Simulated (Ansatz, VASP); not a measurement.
## Pd: VASP beside Ansatz

```xyz
2
Lattice="2.7702 0.0000 0.0000 -1.3851 2.3991 0.0000 0.0000 0.0000 4.6336" Properties=species:S:1:pos:R:3 pbc="T T T"
Pd    0.0000    1.5994    1.1584
Pd    1.3851    0.7997    3.4752
```

Alike in both runs: functional PBE; k mesh 17 × 17 × 9; occupations fermi-dirac, width 0.05 eV; no spin polarisation.

Ansatz relaxed the structure, and its values are those at the end. VASP's run is a single point on that final structure, the one shown.

```csv
,VASP,Ansatz
version,VASP 6.6.1,Ansatz 0.2.0
potentials or method,"VASP PAW PBE potentials, release 64 (Pd)","PAW with Ansatz's default frozen-core files, scalar-relativistic"
plane-wave cutoff (eV),520,420
valence electrons in the cell,20,36
```

```tsv
	VASP	Ansatz	Ansatz less VASP
pressure (GPa)	-0.3	0.0	+0.28
```

The functional is the same, so the differences come from potentials, cutoffs and numerics. VASP's potentials hold 20 valence electrons a cell and Ansatz's 36, so a difference there can come from the potentials and not from the codes.
